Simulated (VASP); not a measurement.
# Pd (Fm-3m) in VASP: notebook, part 2 of 2

VASP 6.6.1.

## Step 4: Single point, r2SCAN+U

Input file POSCAR:

```
Pd
1.0
    0.0000000000      1.9465000000      1.9465000000
    1.9465000000      0.0000000000      1.9465000000
    1.9465000000      1.9465000000      0.0000000000
Pd
1
Direct
    0.0000000000      0.0000000000      0.0000000000
```

Input file INCAR.step1:

```
SYSTEM = Pd
  ALGO = Normal
  EDIFF = 1E-4
  ENCUT = 520
  GGA = PE
  ISMEAR = -1
  LASPH = .True.
  LCHARG = .False.
  LDAU = .True.
  LDAUJ = 0
  LDAUL = 2
  LDAUTYPE = 2
  LDAUU = 5.3
  LMAXMIX = 4
  LREAL = .False.
  LWAVE = .True.
  NBANDS = 11
  NELM = 150
  PREC = Accurate
  SIGMA = 0.1
```

Input file INCAR.step2:

```
SYSTEM = Pd
  ALGO = Normal
  EDIFF = 1E-6
  ENCUT = 520
  ISIF = 2
  ISMEAR = -1
  ISTART = 1
  LASPH = .True.
  LCHARG = .False.
  LDAU = .True.
  LDAUJ = 0
  LDAUL = 2
  LDAUPRINT = 1
  LDAUTYPE = 2
  LDAUU = 5.3
  LMAXMIX = 4
  LMIXTAU = .True.
  LREAL = .False.
  LWAVE = .False.
  METAGGA = R2SCAN
  NBANDS = 11
  NELM = 150
  PREC = Accurate
  SIGMA = 0.1
```

Input file KPOINTS:

```
k-points
0
Gamma
  12 12 12
  0 0 0
```

Potentials or basis: VASP PAW PBE potentials, release 64 (Pd).

On the command line:

```bash
cat potpaw_PBE.64/Pd/POTCAR > POTCAR
cp INCAR.step1 INCAR
mpirun -np 1 vasp_std > vasp.out
cp INCAR.step2 INCAR
mpirun -np 1 vasp_std > vasp.out
```

OUTCAR:

```text
SYSTEM = Pd
   EDIFF = 1E-6
   ENCUT = 520
   ISIF = 2
   ISMEAR = -1
   ISTART = 1
   LASPH = .True.
   LREAL = .False.
   METAGGA = R2SCAN
   NELM = 150
   PREC = Accurate

 ion  position               nearest neighbor table
   1  0.000  0.000  0.000-

  LATTYP: Found a face centered cubic cell.
 ALAT       =     3.8930000000

  Lattice vectors:

 A1 = (   0.0000000000,   1.9465000000,   1.9465000000)
 A2 = (   1.9465000000,   0.0000000000,   1.9465000000)
 A3 = (   1.9465000000,   1.9465000000,   0.0000000000)

Analysis of symmetry for initial positions (statically):
[... 33 lines left out ...]
                                     Primitive cell

  volume of cell :      14.7500

  direct lattice vectors                    reciprocal lattice vectors
     0.000000000  1.946500000  1.946500000    -0.256871307  0.256871307  0.256871307
     1.946500000  0.000000000  1.946500000     0.256871307 -0.256871307  0.256871307
     1.946500000  1.946500000  0.000000000     0.256871307  0.256871307 -0.256871307

  length of vectors
     2.752766699  2.752766699  2.752766699     0.444914156  0.444914156  0.444914156

  position of ions in fractional coordinates (direct lattice)
     0.000000000  0.000000000  0.000000000

  ion indices of the primitive-cell ions
   primitive index   ion index
                 1           1

----------------------------------------------------------------------------------------

 KPOINTS: k-points

Automatic generation of k-mesh.
 Grid dimensions read from file:
 generate k-points for:   12   12   12

 Generating k-lattice:

  Cartesian coordinates                     Fractional coordinates (reciprocal lattice)
    -0.021405942  0.021405942  0.021405942     0.083333333  0.000000000  0.000000000
     0.021405942 -0.021405942  0.021405942     0.000000000  0.083333333  0.000000000
     0.021405942  0.021405942 -0.021405942     0.000000000  0.000000000  0.083333333

  Length of vectors
     0.037076180  0.037076180  0.037076180

  Shift w.r.t. Gamma in fractional coordinates (k-lattice)
     0.000000000  0.000000000  0.000000000

 Subroutine IBZKPT returns following result:
 ===========================================

 Found     72 irreducible k-points:

 Following reciprocal coordinates:
            Coordinates               Weight
  0.000000  0.000000  0.000000      1.000000
  0.083333  0.000000  0.000000      8.000000
  0.166667  0.000000  0.000000      8.000000
  0.250000  0.000000  0.000000      8.000000
  0.333333  0.000000  0.000000      8.000000
  0.416667  0.000000  0.000000      8.000000
[... 16 lines left out ...]
  0.500000  0.166667  0.000000     24.000000
 -0.416667  0.166667  0.000000     24.000000
 [... further k-points ...]
   k-points           NKPTS =     72   k-points in BZ     NKDIM =     72   number of bands    NBANDS=     11
   number of dos      NEDOS =    301   number of ions     NIONS =      1
   total plane-waves  NPLWV =   8000
   dimension x,y,z NGX =    20 NGY =   20 NGZ =   20
   dimension x,y,z NGXF=    40 NGYF=   40 NGZF=   40
   ions per type =               1
   NGX,Y,Z   is equivalent  to a cutoff of  12.08, 12.08, 12.08 a.u.
   NGXF,Y,Z  is equivalent  to a cutoff of  24.16, 24.16, 24.16 a.u.
[... 29 lines left out ...]
     AMIX     =   0.40;   BMIX     =  1.00
     AMIX_MAG =   1.60;   BMIX_MAG =  1.00
  volume/ion in A,a.u.               =      14.75        99.54
  Fermi-wavevector in a.u.,A,eV,Ry     =   1.438171  2.717748 28.141404  2.068335
  Thomas-Fermi vector in A             =   2.557167
   LORBIT       =      0    0 simple, 1 ext, 2 COOP (PROOUT), +10 PAW based schemes
 LDA+U is selected, type is set to LDAUTYPE =  2
   angular momentum for each species LDAUL =     2
   U (eV)           for each species LDAUU =   5.3
   J (eV)           for each species LDAUJ =   0.0
   METAGGA = R2SCAN    functional components
   LHFCALC =     F    Hartree Fock is set to
   AEXX    =    0.0000 exact exchange contribution
   IVDW    =     0    specifies the selected vdW correction
   LEPSILON=     F    determine dielectric tensor
   LRPA    =     F    only Hartree local field effects (RPA)
 non-spin polarized calculation
  energy-cutoff  :      520.00
  volume of cell :       14.75
 maximum number of plane-waves:       415
   NGX = 11   NGY = 11   NGZ = 11

atom =   1  type =  1  l = 2

 onsite density matrix

spin component  1

  0.8955 -0.0000 -0.0000  0.0000 -0.0000
 -0.0000  0.8955  0.0000 -0.0000 -0.0000
 -0.0000  0.0000  0.9507 -0.0000 -0.0000
  0.0000 -0.0000 -0.0000  0.8955  0.0000
 -0.0000 -0.0000 -0.0000  0.0000  0.9507

spin component  2

  0.8955 -0.0000 -0.0000  0.0000 -0.0000
 -0.0000  0.8955  0.0000 -0.0000 -0.0000
 -0.0000  0.0000  0.9507 -0.0000 -0.0000
  0.0000 -0.0000 -0.0000  0.8955  0.0000
 -0.0000 -0.0000 -0.0000  0.0000  0.9507

 occupancies and eigenvectors

  o =  0.8955  v =  0.0000 -1.0000  0.0000 -0.0032  0.0000  0.0000  0.0000  0.0000  0.0000  0.0000      0.0000  0.0000  0.0000  0.0000  0.0000  0.0000  0.0000  0.0000  0.0000  0.0000
  o =  0.8955  v =  0.0000  0.0000  0.0000  0.0000  0.0000  0.0000 -1.0000  0.0000 -0.0032  0.0000      0.0000  0.0000  0.0000  0.0000  0.0000  0.0000  0.0000  0.0000  0.0000  0.0000
  o =  0.8955  v =  0.0000  0.0000  0.0000  0.0000  0.0000  1.0000  0.0000  0.0000  0.0000  0.0000      0.0000  0.0000  0.0000  0.0000  0.0000  0.0000  0.0000  0.0000  0.0000  0.0000
  o =  0.8955  v =  1.0000  0.0000  0.0000  0.0000  0.0000  0.0000  0.0000  0.0000  0.0000  0.0000      0.0000  0.0000  0.0000  0.0000  0.0000  0.0000  0.0000  0.0000  0.0000  0.0000
  o =  0.8955  v =  0.0000 -0.0032 -0.0000  1.0000  0.0000  0.0000  0.0000  0.0000  0.0000  0.0000      0.0000  0.0000  0.0000  0.0000  0.0000  0.0000  0.0000  0.0000  0.0000  0.0000
  o =  0.8955  v =  0.0000  0.0000  0.0000  0.0000  0.0000  0.0000 -0.0032 -0.0000  1.0000  0.0000      0.0000  0.0000  0.0000  0.0000  0.0000  0.0000  0.0000  0.0000  0.0000  0.0000
  o =  0.9507  v =  0.0000  0.0000  0.0000  0.0000  0.0000  0.0000 -0.0000 -0.0869  0.0000 -0.9962      0.0000  0.0000  0.0000  0.0000  0.0000  0.0000  0.0000  0.0000  0.0000  0.0000
  o =  0.9507  v =  0.0000 -0.0000 -0.0869  0.0000 -0.9962  0.0000  0.0000  0.0000  0.0000  0.0000      0.0000  0.0000  0.0000  0.0000  0.0000  0.0000  0.0000  0.0000  0.0000  0.0000
  o =  0.9507  v =  0.0000  0.0000  0.0000  0.0000  0.0000  0.0000 -0.0000 -0.9962 -0.0000  0.0869      0.0000  0.0000  0.0000  0.0000  0.0000  0.0000  0.0000  0.0000  0.0000  0.0000
  o =  0.9507  v =  0.0000 -0.0000 -0.9962 -0.0000  0.0869  0.0000  0.0000  0.0000  0.0000  0.0000      0.0000  0.0000  0.0000  0.0000  0.0000  0.0000  0.0000  0.0000  0.0000  0.0000

 number of electron       9.9999999 magnetization

 Free energy of the ion-electron system (eV)
  ---------------------------------------------------
  ext. energy  EPLUGINS =         0.00000000
  ---------------------------------------------------
  free energy    TOTEN  =       -20.25729643 eV

  energy without entropy =      -20.20415935  energy(sigma->0) =      -20.23072789

 E-fermi :   7.9355     XC(G=0): -13.7950

 val. band max:        7.9305584126   @ k =  -0.1667   0.1667   0.0000
 cond. band min:       7.9404125874   @ k =   0.5000   0.3333   0.0000
 fundamental gap:      0.0098541747
 Fermi energy:         7.9354861357

 k-point     1 :       0.0000    0.0000    0.0000
  band No.  band energies     occupation
      1       2.7022      2.00000
      2       4.9049      2.00000
      3       4.9049      2.00000
      4       4.9049      2.00000
      5       6.2411      2.00000
      6       6.2411      2.00000
      7      27.8144      0.00000
      8      32.6043      0.00000
      9      32.6043      0.00000
     10      32.6043      0.00000
     11      34.1887      0.00000
[... 309 lines left out ...]
 k-point    24 :      -0.4167    0.1667    0.0000
  band No.  band energies     occupation
      1       3.3891      2.00000
      2       4.3041      2.00000
      3       5.2242      2.00000
      4       6.2820      2.00000
      5       7.5349      1.96424
      6      13.1699      0.00000
      7      17.0116      0.00000
      8      25.4391      0.00000
      9      29.2338      0.00000
     10      29.7335      0.00000
     11      34.2223      0.00000

 [... further k-points ...]
[... 5 lines left out ...]
  --------------------------------------------------------------------------------------
  -------------------------------------------------------------------------------------
  Total       -0.8578523     -0.8578523     -0.8578523     -0.0000000      0.0000000     -0.0000000
  in kB      -93.1815437    -93.1815437    -93.1815437     -0.0000000      0.0000000     -0.0000000
  external PRESSURE =     -93.1815437 kB  Pullay stress =       0.0000000 kB

 VOLUME and BASIS-vectors are now :
 -----------------------------------------------------------------------------
  energy-cutoff  :      520.00
  volume of cell :       14.75
      direct lattice vectors                 reciprocal lattice vectors
     0.000000000  1.946500000  1.946500000    -0.256871307  0.256871307  0.256871307
     1.946500000  0.000000000  1.946500000     0.256871307 -0.256871307  0.256871307
     1.946500000  1.946500000  0.000000000     0.256871307  0.256871307 -0.256871307

 POSITION                                       TOTAL-FORCE (eV/Angst)
 -----------------------------------------------------------------------------------
      0.00000      0.00000      0.00000        -0.000000     -0.000000     -0.000000
 -----------------------------------------------------------------------------------
    total drift:                                0.000000      0.000000      0.000000

  FREE ENERGIE OF THE ION-ELECTRON SYSTEM (eV)
  ---------------------------------------------------
  free  energy   TOTEN  =       -20.2572964270 eV

  energy  without entropy=      -20.2041593515  energy(sigma->0) =      -20.23072789
```

Run time: 38 s. Hardware: 1 thread of Intel Xeon Platinum 8488C (Sapphire Rapids), shared host; peak memory 0.13 GiB.

Results:

```
Free energy            : -20.2573 eV
Pressure               : -9.3 GPa
Band gap on the k mesh : zero (band 5 reaches 8.20 eV, above the bottom of band 6 at 6.21 eV)
```

Levels at points of the mesh, in eV from the Fermi level:
```csv
k point,band 3,band 4,band 5,band 6,band 7,band 8
"(0.00, 0.00, 0.00)",-3.03,-3.03,-1.69,-1.69,19.88,24.67
"(0.50, 0.00, 0.00)",-3.28,-0.20,-0.20,3.22,8.66,19.18
"(0.50, 0.50, 0.00)",-0.46,0.26,0.26,5.63,11.87,15.73
```

Eigenvalues of the final occupation matrices:
| site | spin | trace | eigenvalues |
| --- | --- | --- | --- |
| site 1 d | 1 | 4.59 | 0.90 0.90 0.90 0.95 0.95 |
| site 1 d | 2 | 4.59 | 0.90 0.90 0.90 0.95 0.95 |

Caveat: the PAW data sets were made with another functional, which shifts forces and pressure a little; U without spin polarisation on a metal has little footing; the U is typed as a test and isn't derived for this compound.

## Step 5: Summary

| level | U | smearing | gap on the mesh (eV) | pressure (GPa) |
| --- | --- | --- | --- | --- |
| BLYP | - | fermi-dirac 0.05 eV | none | 18.5 |
| PBE | - | gaussian 0.012 eV | none | 6.6 |
| r2SCAN+U | Pd d U = 5.3 eV | fermi-dirac 0.1 eV | none | -9.3 |

Alike in all rows: task single point; potentials or basis VASP PAW PBE potentials, release 64 (Pd); no spin polarisation; cell as given; k mesh 12 × 12 × 12; cutoff (eV) 520.

Every run on the cell as given and a fine mesh finds a metal. The pressure there spans -9.3 GPa (r2SCAN+U) to 18.5 GPa (BLYP); a positive pressure means that this level wants a larger cell, a negative one a smaller.

Caveats: the PAW data sets were made with another functional, which shifts forces and pressure a little (some runs); U without spin polarisation on a metal has little footing (some runs); the U is typed as a test and isn't derived for this compound (some runs).

Total energies depend on the potentials used, so only differences within one code and one set of settings carry meaning.
